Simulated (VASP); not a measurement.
Wanted: the native input for a VASP 6.6.1 run.

| Item | Value |
| --- | --- |
| Task | single point |
| Functional | PBEsol |
| Potentials or basis | VASP PAW PBE potentials, release 64 (Hf_pv, N) |
| Cutoff | 520 eV |
| k mesh | 14 × 14 × 14 |
| Occupations | gaussian, width 0.05 eV |
| Spin | no spin polarisation |
| Dipole correction | no |
| Further INCAR settings | ALGO = Normal; EDIFF = 1e-07; NBANDS = 14 |

The structure of HfN lies in POSCAR:

```
HfN
1.0
    0.0000000000      2.2590026142      2.2590026142
    2.2590026142      0.0000000000      2.2590026142
    2.2590026142      2.2590026142      0.0000000000
Hf N
1 1
Direct
    0.5000000000      0.5000000000      0.5000000000
    0.0000000000      0.0000000000      0.0000000000
```

The input as run:

INCAR

```
PREC = Accurate ; ENCUT = 520
EDIFF = 1E-7 ; ISMEAR = 0
SIGMA = 0.05 ; LREAL = F
LASPH = T ; NELM = 100
ALGO = Normal ; ISIF = 2
LWAVE = F ; LCHARG = F
GGA = PS ; NBANDS = 14
```

KPOINTS

```
Automatic mesh
0
Gamma
  14 14 14
```

Potentials or basis: VASP PAW PBE potentials, release 64 (Hf_pv, N).

Run with:

```bash
$ cat potpaw_PBE.64/Hf_pv/POTCAR potpaw_PBE.64/N/POTCAR > POTCAR
$ mpirun -np 1 vasp_std > vasp.out
```

It gave:

```json
{
  "Pressure": "-5.2 GPa"
}
```

Caveat: the PAW data sets were made with another functional, which shifts forces and pressure a little.

It took 15 s on 1 thread of Intel(R) Xeon(R) Platinum 8488C (Sapphire Rapids) (shared host), peak memory 0.16 GiB.
